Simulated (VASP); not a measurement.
## Al: single point with PBE

The system is Al.

```xyz
2
Lattice="2.7087 0.0000 0.0000 -1.3543 2.3458 0.0000 0.0000 0.0000 4.4555" Properties=species:S:1:pos:R:3 pbc="T T T"
Al    0.0000    1.5639    1.1139
Al    1.3543    0.7819    3.3416
```

This cell differs from its parent crystal: volume scaled by 0.85.

```json
{
  "Program": "VASP 6.6.1",
  "Task": "single point",
  "Functional": "PBE",
  "Potentials or basis": "VASP PAW PBE potentials, release 64 (Al)",
  "Cutoff": "520 eV",
  "k mesh": "15 × 15 × 8",
  "Occupations": "fermi-dirac, width 0.08 eV",
  "Spin": "no spin polarisation",
  "Dipole correction": "no",
  "Further INCAR settings": "ALGO = Normal; EDIFF = 1e-07; NBANDS = 10"
}
```

The pressure is 17.3 GPa. The band gap on the k mesh is zero (band 3 reaches 14.18 eV, above the bottom of band 4 at 6.40 eV).

Levels at points of the mesh, in eV from the Fermi level:
| k point | band 1 | band 2 | band 3 | band 4 | band 5 | band 6 |
| --- | --- | --- | --- | --- | --- | --- |
| (0.00, 0.00, 0.00) | -12.28 | -5.30 | -4.73 | 11.92 | 11.92 | 11.99 |
| (0.00, 0.00, 0.50) | -10.43 | -10.43 | 3.58 | 3.58 | 12.82 | 12.82 |

Run time: 10 s on 1 thread of Intel(R) Xeon(R) 6975P-C (Granite Rapids) (shared host), peak memory 0.15 GiB.
